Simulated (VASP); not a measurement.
# ScTlS3 (P4/mbm) in VASP: single point with PBE

Aim: the single point of ScTlS3 with PBE.

Everything below comes from runs of VASP 6.6.1. Logs are shortened: lines on timing, memory, paths and dates and some standing lists are left out, and cuts for length are marked.

## (1) The cell of the first run

It takes space group P4/mbm (No. 127, tetragonal). Conventional cell: a = 7.197 Å, b = 7.197 Å, c = 5.089 Å, α = 90.00°, β = 90.00°, γ = 90.00°. Within 3.4 Å of Sc (site symmetry 4/m) lie 6 S at 2.54 to 2.56 Å. Within 4.4 Å of Tl (site symmetry mmm) lie 12 S at 3.38 to 3.83 Å. S (site symmetry m2m) has 2 Sc at 2.56 Å and 2 Tl at 3.38 Å within 3.4 Å. Within 3.4 Å of S (site symmetry 4/m) lie 2 Sc at 2.54 Å.

## (2) Single point, PBE

The input, INCAR:

```
SYSTEM = ScTlS3
PREC = Accurate
ENCUT = 520
EDIFF = 1E-7
ISMEAR = 0
SIGMA = 0.1
LREAL = .FALSE.
LASPH = .TRUE.
NELM = 60
ALGO = Normal
ISIF = 2
LWAVE = .FALSE.
LCHARG = .FALSE.
GGA = PE
NBANDS = 53
```

The input, KPOINTS:

```
Automatic mesh
0
G
  4 4 4
  0 0 0
```

The input, POSCAR:

```
ScTlS3
1.0
    7.1971754900      0.0000000000      0.0000000000
    0.0000000000      7.1971754900      0.0000000000
    0.0000000000      0.0000000000      5.0891716000
Sc Tl S
2 2 6
Direct
    0.5000000000      0.5000000000      0.0000000000
    0.0000000000      0.0000000000      0.0000000000
    0.0000000000      0.5000000000      0.5000000000
    0.5000000000      0.0000000000      0.5000000000
    0.7810977500      0.2810977500      0.0000000000
    0.7189022500      0.7810977500      0.0000000000
    0.5000000000      0.5000000000      0.5000000000
    0.2189022500      0.7189022500      0.0000000000
    0.2810977500      0.2189022500      0.0000000000
    0.0000000000      0.0000000000      0.5000000000
```

Potentials or basis: VASP PAW PBE potentials, release 64 (Sc_sv, Tl_d, S).

Command:

```bash
> cat potpaw_PBE.64/Sc_sv/POTCAR potpaw_PBE.64/Tl_d/POTCAR potpaw_PBE.64/S/POTCAR > POTCAR
> mpirun -np 1 vasp_std > vasp.out
```

OUTCAR:

```text
SYSTEM = ScTlS3
   PREC = Accurate
   ENCUT = 520
   EDIFF = 1E-7
   ISMEAR = 0
   LREAL = .FALSE.
   LASPH = .TRUE.
   NELM = 60
   ISIF = 2
   GGA = PE

 ion  position               nearest neighbor table
   1  0.500  0.500  0.000-   7 2.54   7 2.54   5 2.56   8 2.56   9 2.56   6 2.56
   2  0.000  0.000  0.000-  10 2.54  10 2.54   8 2.56   9 2.56   5 2.56   6 2.56
   3  0.000  0.500  0.500-   5 3.38   8 3.38   5 3.38   8 3.38
   4  0.500  0.000  0.500-   6 3.38   9 3.38   6 3.38   9 3.38
   5  0.781  0.281  0.000-   1 2.56   2 2.56   3 3.38   3 3.38
   6  0.719  0.781  0.000-   1 2.56   2 2.56   4 3.38   4 3.38
   7  0.500  0.500  0.500-   1 2.54   1 2.54
   8  0.219  0.719  0.000-   1 2.56   2 2.56   3 3.38   3 3.38
   9  0.281  0.219  0.000-   1 2.56   2 2.56   4 3.38   4 3.38
  10  0.000  0.000  0.500-   2 2.54   2 2.54

  LATTYP: Found a simple tetragonal cell.
 ALAT       =     7.1971754900
 C/A-ratio  =     0.7071067820

  Lattice vectors:

 A1 = (   7.1971754900,   0.0000000000,   0.0000000000)
 A2 = (   0.0000000000,   7.1971754900,   0.0000000000)
 A3 = (   0.0000000000,   0.0000000000,   5.0891716000)

Analysis of symmetry for initial positions (statically):
=====================================================================
 Subroutine PRICEL returns:
 Original cell was already a primitive cell.

 Routine SETGRP: Setting up the symmetry group for a
 simple tetragonal supercell.

 Subroutine GETGRP returns: Found 16 space group operations
 (whereof  8 operations were pure point group operations)
 out of a pool of 16 trial point group operations.

The static configuration has the point symmetry C_4h.
 The point group associated with its full space group is D_4h.

Analysis of symmetry for dynamics (positions and initial velocities):
=====================================================================
 Subroutine PRICEL returns:
 Original cell was already a primitive cell.

 Routine SETGRP: Setting up the symmetry group for a
 simple tetragonal supercell.

 Subroutine GETGRP returns: Found 16 space group operations
 (whereof  8 operations were pure point group operations)
 out of a pool of 16 trial point group operations.

The dynamic configuration has the point symmetry C_4h.
 The point group associated with its full space group is D_4h.

 Subroutine INISYM returns: Found 16 space group operations
 (whereof  8 operations are pure point group operations),
 and found     1 'primitive' translations

----------------------------------------------------------------------------------------

                                     Primitive cell

  volume of cell :     263.6157

  direct lattice vectors                    reciprocal lattice vectors
     7.197175490  0.000000000  0.000000000     0.138943395  0.000000000  0.000000000
     0.000000000  7.197175490  0.000000000     0.000000000  0.138943395  0.000000000
     0.000000000  0.000000000  5.089171600     0.000000000  0.000000000  0.196495634

  length of vectors
     7.197175490  7.197175490  5.089171600     0.138943395  0.138943395  0.196495634

  position of ions in fractional coordinates (direct lattice)
     0.500000000  0.500000000  0.000000000
     0.000000000  0.000000000  0.000000000
     0.000000000  0.500000000  0.500000000
     0.500000000  0.000000000  0.500000000
     0.781097750  0.281097750  0.000000000
     0.718902250  0.781097750  0.000000000
     0.500000000  0.500000000  0.500000000
     0.218902250  0.718902250  0.000000000
     0.281097750  0.218902250  0.000000000
     0.000000000  0.000000000  0.500000000

  ion indices of the primitive-cell ions
   primitive index   ion index
                 1           1
                 2           2
                 3           3
                 4           4
                 5           5
                 6           6
                 7           7
                 8           8
                 9           9
                10          10

----------------------------------------------------------------------------------------

 KPOINTS: Automatic mesh

Automatic generation of k-mesh.
 Grid dimensions read from file:
 generate k-points for:    4    4    4

 Generating k-lattice:

  Cartesian coordinates                     Fractional coordinates (reciprocal lattice)
     0.034735849  0.000000000  0.000000000     0.250000000  0.000000000  0.000000000
     0.000000000  0.034735849  0.000000000     0.000000000  0.250000000  0.000000000
     0.000000000  0.000000000  0.049123908     0.000000000  0.000000000  0.250000000

  Length of vectors
     0.034735849  0.034735849  0.049123908

  Shift w.r.t. Gamma in fractional coordinates (k-lattice)
     0.000000000  0.000000000  0.000000000

 Subroutine IBZKPT returns following result:
 ===========================================

 Found     18 irreducible k-points:

 Following reciprocal coordinates:
            Coordinates               Weight
  0.000000  0.000000  0.000000      1.000000
  0.250000  0.000000  0.000000      4.000000
  0.500000  0.000000  0.000000      2.000000
  0.250000  0.250000  0.000000      4.000000
  0.500000  0.250000  0.000000      4.000000
  0.500000  0.500000  0.000000      1.000000
[... 10 lines left out ...]
  0.500000  0.250000  0.500000      4.000000
  0.500000  0.500000  0.500000      1.000000
   k-points           NKPTS =     18   k-points in BZ     NKDIM =     18   number of bands    NBANDS=     53
   number of dos      NEDOS =    301   number of ions     NIONS =     10
   total plane-waves  NPLWV = 116640
   dimension x,y,z NGX =    54 NGY =   54 NGZ =   40
   dimension x,y,z NGXF=   108 NGYF=  108 NGZF=   80
   ions per type =               2   2   6
   NGX,Y,Z   is equivalent  to a cutoff of  12.47, 12.47, 13.07 a.u.
   NGXF,Y,Z  is equivalent  to a cutoff of  24.95, 24.95, 26.13 a.u.
 SYSTEM =  ScTlS3
   PREC   = accura    normal or accurate (medium, high low for compatibility)
   ISTART =      0    job   : 0-new  1-cont  2-samecut
   ICHARG =      2    charge: 1-file 2-atom 10-const
   ISPIN  =      1    spin polarized calculation?
   LNONCOLLINEAR =      F non collinear calculations
   LSORBIT =      F    spin-orbit coupling
   LASPH  =      T    aspherical Exc in radial PAW
   ENCUT  =  520.0 eV  38.22 Ry    6.18 a.u.  13.38 13.38  9.46*2*pi/ulx,y,z
   NELM   =     60;   NELMIN=  2; NELMDL= -5     # of ELM steps
   EDIFF  = 0.1E-06   stopping-criterion for ELM
   LREAL  =      F    real-space projection
   EDIFFG = 0.1E-05   stopping-criterion for IOM
   NSW    =      0    number of steps for IOM
   IBRION =     -1    ionic relax: 0-MD 1-quasi-New 2-CG
   NFREE  =      0    steps in history (QN), initial steepest desc. (CG)
   ISIF   =      2    stress and relaxation
   ISYM   =      2    0-nonsym 1-usesym 2-fastsym
   POTIM  = 0.5000    time-step for ionic-motion
   TEBEG  =    0.0;   TEEND  =   0.0 temperature during run
   PSTRESS=    0.0 pullay stress
   NELECT =      84.0000    total number of electrons
   NUPDOWN=      -1.0000    fix difference up-down
   EMIN   =  10.00;   EMAX   =-10.00  energy-range for DOS
   EFERMI =   0.00;   METHOD = LEGACY
   ISMEAR =     0;   SIGMA  =   0.10  broadening in eV -4-tet -1-fermi 0-gaus
   EFERMI_NEDOS =   21; number of points for ismear=-14 and -15
   IALGO  =     38    algorithm
   IMIX   =      4    mixing-type and parameters
     AMIX     =   0.40;   BMIX     =  1.00
     AMIX_MAG =   1.60;   BMIX_MAG =  1.00
  volume/ion in A,a.u.               =      26.36       177.90
  Fermi-wavevector in a.u.,A,eV,Ry     =   1.118178  2.113049 17.011655  1.250321
  Thomas-Fermi vector in A             =   2.254807
   LORBIT       =      0    0 simple, 1 ext, 2 COOP (PROOUT), +10 PAW based schemes
   GGA     = PE    functional components
   LHFCALC =     F    Hartree Fock is set to
   AEXX    =    0.0000 exact exchange contribution
   IVDW    =     0    specifies the selected vdW correction
   LEPSILON=     F    determine dielectric tensor
   LRPA    =     F    only Hartree local field effects (RPA)
 non-spin polarized calculation
 Gauss-broadening in eV      SIGMA  =   0.10
  energy-cutoff  :      520.00
  volume of cell :      263.62
 maximum number of plane-waves:      7131
 NGX is ok and might be reduce to    54
   NGX = 27   NGY = 27   NGZ = 19

 number of electron      84.0000018 magnetization

 Free energy of the ion-electron system (eV)
  ---------------------------------------------------
  ext. energy  EPLUGINS =         0.00000000
  ---------------------------------------------------
  free energy    TOTEN  =       -48.31104844 eV

  energy without entropy =      -48.21262980  energy(sigma->0) =      -48.26183912

 E-fermi :   2.2687     XC(G=0):  -9.0346

 val. band max:        2.2619612127   @ k =   0.2500   0.2500   0.5000
 cond. band min:       2.2814942803   @ k =   0.2500   0.0000   0.2500
 fundamental gap:      0.0195330676
 Fermi energy:         2.2686712922

 k-point     1 :       0.0000    0.0000    0.0000
  band No.  band energies     occupation
      1     -46.3433      2.00000
      2     -46.3431      2.00000
      3     -24.9771      2.00000
      4     -24.9771      2.00000
      5     -24.9713      2.00000
      6     -24.9709      2.00000
[... 45 lines left out ...]
     52       6.2676      0.00000
     53       6.2981      0.00000

 k-point     2 :       0.2500    0.0000    0.0000
  band No.  band energies     occupation
      1     -46.3433      2.00000
      2     -46.3431      2.00000
      3     -24.9760      2.00000
      4     -24.9760      2.00000
      5     -24.9712      2.00000
      6     -24.9710      2.00000
[... 45 lines left out ...]
     52       6.2386      0.00000
     53       6.4663      0.00000
[... 838 lines left out ...]
     52       6.6352      0.00000
     53       6.6505      0.00000

 k-point    18 :       0.5000    0.5000    0.5000
  band No.  band energies     occupation
      1     -46.3431      2.00000
      2     -46.3431      2.00000
      3     -24.9790      2.00000
      4     -24.9790      2.00000
      5     -24.9771      2.00000
      6     -24.9771      2.00000
[... 45 lines left out ...]
     52       6.4786      0.00000
     53       6.5000      0.00000

------------------------ aborting loop because EDIFF is reached ----------------------------------------

  FORCE on cell =-STRESS in cart. coord.  units (eV):
  Direction    XX          YY          ZZ          XY          YZ          ZX
  --------------------------------------------------------------------------------------
  -------------------------------------------------------------------------------------
  Total       -3.5236877     -3.5236877     -3.6097431      0.0000000      0.0000000     -0.0000000
  in kB      -21.4159189    -21.4159189    -21.9389381      0.0000000      0.0000000     -0.0000000
  external PRESSURE =     -21.5902586 kB  Pullay stress =       0.0000000 kB

 VOLUME and BASIS-vectors are now :
 -----------------------------------------------------------------------------
  energy-cutoff  :      520.00
  volume of cell :      263.62
      direct lattice vectors                 reciprocal lattice vectors
     7.197175490  0.000000000  0.000000000     0.138943395  0.000000000  0.000000000
     0.000000000  7.197175490  0.000000000     0.000000000  0.138943395  0.000000000
     0.000000000  0.000000000  5.089171600     0.000000000  0.000000000  0.196495634

 POSITION                                       TOTAL-FORCE (eV/Angst)
 -----------------------------------------------------------------------------------
      3.59859      3.59859      0.00000        -0.000000      0.000000      0.000000
      0.00000      0.00000      0.00000        -0.000000      0.000000      0.000000
      0.00000      3.59859      2.54459        -0.000000      0.000000      0.000000
      3.59859      0.00000      2.54459        -0.000000      0.000000      0.000000
      5.62170      2.02311      0.00000         0.041692      0.041692      0.000000
      5.17407      5.62170      0.00000        -0.041692      0.041692      0.000000
      3.59859      3.59859      2.54459        -0.000000      0.000000      0.000000
      1.57548      5.17407      0.00000        -0.041692     -0.041692      0.000000
      2.02311      1.57548      0.00000         0.041692     -0.041692     -0.000000
      0.00000      0.00000      2.54459        -0.000000      0.000000      0.000000
 -----------------------------------------------------------------------------------
    total drift:                               -0.000000      0.000000      0.000000

  FREE ENERGIE OF THE ION-ELECTRON SYSTEM (eV)
  ---------------------------------------------------
  free  energy   TOTEN  =       -48.3110484447 eV

  energy  without entropy=      -48.2126297969  energy(sigma->0) =      -48.26183912
```

Run time: 5.2 min. Hardware: 1 thread of Intel Xeon Platinum 8259CL at 2.50GHz (Skylake/Cascade Lake), shared host; peak memory 0.46 GiB.

Results:

| Item | Value |
| --- | --- |
| Free energy | -48.3110 eV |
| Pressure | -2.2 GPa |
| Largest force | 0.059 eV/Å |
| Band gap on the k mesh | zero (band 42 reaches 2.44 eV, above the bottom of band 43 at 2.15 eV) |

Forces on the atoms (eV/Å):
```
Sc   0.000  0.000  0.000
Sc   0.000  0.000  0.000
Tl   0.000  0.000  0.000
Tl   0.000  0.000  0.000
S    0.042  0.042  0.000
S   -0.042  0.042  0.000
S    0.000  0.000  0.000
S   -0.042 -0.042  0.000
S    0.042 -0.042  0.000
S    0.000  0.000  0.000
```

Levels at points of the mesh, in eV from the Fermi level:
```csv
k point,band 40,band 41,band 42,band 43,band 44,band 45
"(0.00, 0.00, 0.00)",-0.40,-0.01,0.06,0.06,0.45,2.40
"(0.50, 0.00, 0.00)",-0.49,-0.44,-0.44,0.15,0.15,3.07
"(0.50, 0.50, 0.00)",-0.01,-0.01,-0.01,0.08,0.08,2.44
"(0.00, 0.00, 0.50)",0.03,0.06,0.17,0.53,0.53,2.50
"(0.50, 0.00, 0.50)",-0.15,-0.07,-0.07,0.24,0.24,3.24
"(0.50, 0.50, 0.50)",-1.10,-1.08,-1.08,0.60,0.60,3.56
```

Caveat: spin-orbit coupling is left out, which moves the levels of the heavy elements.
